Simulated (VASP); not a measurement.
Input of a VASP 6.6.1 run:

Contents of INCAR:

```
SYSTEM = Al
PREC = Accurate
ENCUT = 520
EDIFF = 1E-6
ISMEAR = 0
SIGMA = 0.15
LREAL = .FALSE.
LASPH = .TRUE.
NELM = 80
ALGO = Fast
ISIF = 2
LWAVE = .FALSE.
LCHARG = .FALSE.
GGA = PE
IVDW = 12
NBANDS = 14
```

KPOINTS

```
regular mesh
0
G
  18 18 6
  0 0 0
```

POSCAR

```
Al
1.0
    2.8278977767      0.0000000000      0.0000000000
   -1.4139488884      2.4490313139      0.0000000000
    0.0000000000      0.0000000000      9.7423906306
Al
4
Direct
    0.0000000000      0.0000000000      0.0000000000
    0.3333333333      0.6666666667      0.2500000000
    0.0000000000      0.0000000000      0.5000000000
    0.6666666667      0.3333333333      0.7500000000
```

Potentials or basis: VASP PAW PBE potentials, release 64 (Al).

Launch:

```sh
$ cat potpaw_PBE.64/Al/POTCAR > POTCAR
$ mpirun -np 1 vasp_std > vasp.out
```

Task: Predict the dispersion energy per atom.

Result: -0.329 eV.

Task: Estimate the band gap on the k mesh.

Result: Zero (bands 6 and 7 overlap by 4.55 eV).

Stress tensor (GPa, compression positive):
```
-3.52  0.00  0.00
 0.00 -3.52  0.00
 0.00  0.00 -6.05
```

Caveat: the cell stands under tension.
